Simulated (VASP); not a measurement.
Input of a VASP 6.6.1 run:

Contents of POSCAR:

```
ZnS
1.0
    3.8445837858      0.0000000000      0.0000000000
   -1.9222918929      3.3295072255      0.0000000000
    0.0000000000      0.0000000000      6.2073340154
Zn S
2 2
Direct
    0.3333333333      0.6666666667      0.0003440771
    0.6666666667      0.3333333333      0.5003440771
    0.3333333333      0.6666666667      0.3746559229
    0.6666666667      0.3333333333      0.8746559229
```

File INCAR.step1:

```
SYSTEM = ZnS
ALGO = Normal
EDIFF = 1E-4
ENCUT = 520
GGA = PE
ISMEAR = 0
LASPH = .True.
LCHARG = .False.
LREAL = .False.
LWAVE = .True.
NBANDS = 26
NELM = 100
PREC = Accurate
SIGMA = 0.02
```

Contents of INCAR.step2:

```
SYSTEM = ZnS
ALGO = Normal
EDIFF = 1E-6
ENCUT = 520
ISIF = 2
ISMEAR = 0
ISTART = 1
LASPH = .True.
LCHARG = .False.
LMIXTAU = .True.
LREAL = .False.
LWAVE = .False.
METAGGA = R2SCAN
NBANDS = 26
NELM = 100
PREC = Accurate
SIGMA = 0.02
```

KPOINTS

```
k-points
0
Gamma
  6 6 4
  0 0 0
```

Potentials or basis: VASP PAW PBE potentials, release 64 (Zn, S).

Run with:

```bash
$ cat potpaw_PBE.64/Zn/POTCAR potpaw_PBE.64/S/POTCAR > POTCAR
$ cp INCAR.step1 INCAR
$ mpirun -np 1 vasp_std > vasp.out
$ cp INCAR.step2 INCAR
$ mpirun -np 1 vasp_std > vasp.out
```

(1) What does it give for the largest force?

(2) What does it give for the band gap on the k mesh?

## Answers

(1) 0.105 eV/Å.

(2) 2.75 eV.

Caveat: the cell differs from its parent crystal (biaxial strain in the a-b plane: +1.0 %); the PAW data sets were made with another functional, which shifts forces and pressure a little.
